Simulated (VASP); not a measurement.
Runs of VASP 6.6.1 on BaS. The structure is that of space group Fm-3m (No. 225), or close to it. The cells are those of the table. 

```csv
level,cell,k mesh,smearing,gap on the mesh (eV),pressure (GPa)
PBE,"a = 4.469, b = 4.469, c = 4.395 Å, angles 60.5, 60.5, 58.9°, 2 atoms",8 × 8 × 8,fermi-dirac 0.02 eV,1.97,4.2
r2SCAN,"a = 4.317 Å, angles 60.0°, 2 atoms",8 × 8 × 8,gaussian 0.01 eV,2.18,10.5
PBE,"a = 4.274 Å, angles 60.0°, 2 atoms",4 × 4 × 4,gaussian 0.01 eV,(a),12.9
PBE,"a = 4.469, b = 4.469, c = 4.395 Å, angles 60.5, 60.5, 58.9°, 2 atoms",4 × 4 × 4,gaussian 0.01 eV,(b),4.2
PBE,"a = 4.317 Å, angles 60.0°, 2 atoms",4 × 4 × 4,gaussian 0.01 eV,1.81,10.2
PBE,"a = 4.274 Å, angles 60.0°, 2 atoms",8 × 8 × 8,fermi-dirac 0.02 eV,1.74,12.8
PBE,"a = 4.542 Å, angles 60.0°, 2 atoms",8 × 8 × 8,fermi-dirac 0.02 eV,2.14,0.6
r2SCAN,"a = 4.274 Å, angles 60.0°, 2 atoms",8 × 8 × 8,gaussian 0.01 eV,2.09,13.4
PBE,"a = 4.542 Å, angles 60.0°, 2 atoms",4 × 4 × 4,gaussian 0.01 eV,2.13,0.7
PBE,"a = 4.317 Å, angles 60.0°, 2 atoms",8 × 8 × 8,fermi-dirac 0.02 eV,1.82,10.1
r2SCAN,"a = 4.542 Å, angles 60.0°, 2 atoms",8 × 8 × 8,gaussian 0.01 eV,2.49,0.6
```

Alike in all rows: task single point; potentials or basis VASP PAW PBE potentials, release 64 (Ba_sv, S); no spin polarisation; cutoff (eV) 520.

Question: Fill in the values left out.

Answer: (a) 1.73; (b) 1.96.

Caveats: some runs use coarse meshes; spin-orbit coupling is left out, which moves the levels of the heavy elements; the PAW data sets were made with another functional, which shifts forces and pressure a little (some runs).

A k mesh can miss the band edges, and the runs leave out spin-orbit coupling on Ba.
